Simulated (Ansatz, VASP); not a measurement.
One calculation of Ti3Al, two programs

File INCAR:

```
SYSTEM = Ti3Al
PREC = Accurate
ENCUT = 520
EDIFF = 1E-6
ISMEAR = 0
SIGMA = 0.15
LREAL = .False.
LASPH = .True.
NELM = 80
ALGO = Fast
ISIF = 2
LWAVE = .False.
LCHARG = .True.
GGA = PS
LELF = .True.
LVHAR = .True.
NBANDS = 28
```

File KPOINTS:

```
Automatic mesh
0
Gamma
  15 15 6
  0 0 0
```

File POSCAR:

```
Ti3Al
1.0
    2.8701969374      0.0000000000      0.0000000000
   -1.4350984687      2.4856634617      0.0000000000
    0.0000000000      0.0000000000      9.3000121166
Ti Al
3 1
Direct
    0.6666666667      0.3333333333      0.0000000000
    0.3333333333      0.6666666667      0.7675875759
    0.3333333333      0.6666666667      0.2324124241
    0.6666666667      0.3333333333      0.5000000000
```

Input for Ansatz:

```yaml
crystal:
  lattice:
    - [2.8701969374, 0.0, 0.0]
    - [-1.4350984687, 2.4856634617, 0.0]
    - [0.0, 0.0, 9.3000121166]
  atoms:
    - { symbol: Ti, position: [0.6666666667, 0.3333333333, 0.0] }
    - { symbol: Ti, position: [0.3333333333, 0.6666666667, 0.7675875759] }
    - { symbol: Ti, position: [0.3333333333, 0.6666666667, 0.2324124241] }
    - { symbol: Al, position: [0.6666666667, 0.3333333333, 0.5] }
basis:
  ecutwfc: 520.0
kpoints:
  mp_grid: { grid: [15, 15, 6] }
hamiltonian:
  xc: pbesol
  pseudopotentials: { kind: paw, azcp: { folder: soft_1 } }
scf:
  occupations: { method: gaussian, width: 0.15 }
output:
  forces: true
  stress: true
  eigenvalues: true
  write_density: true
  write_potential: true
  elf: true
  volumetric_format: npy
```

Alike in both runs: task single point; functional PBEsol; k mesh 15 × 15 × 6; occupations gaussian, width 0.15 eV; no spin polarisation.

|  | VASP | Ansatz |
| --- | --- | --- |
| version | VASP 6.6.1 | Ansatz 0.2.0 |
| potentials or method | VASP PAW PBE potentials, release 64 (Ti_sv, Al), cutoff 520 eV | scalar-relativistic, plane waves, PAW |
| valence electrons in the cell | 39 | 39 |

|  | VASP | Ansatz | Ansatz less VASP |
| --- | --- | --- | --- |
| gap on the k mesh at the Fermi level (eV) | none | none | - |
| pressure (GPa) | 1.4 | 1.6 | +0.17 |
| traceless stress, the component that is largest in VASP (GPa) | -3.18 | -3.25 | -0.062 |
| rms of the force components (eV/Å) | 0.508 | 0.515 | +0.0062 |

VASP's potentials were made for PBE, not for PBEsol, and Ansatz warns of the same on its side. Atom by atom the forces differ by 0.006 eV/Å (rms over components). A gap of «none» marks a metal or a gap that the smearing closes. The functional is the same, so the differences come from potentials, cutoffs and numerics.
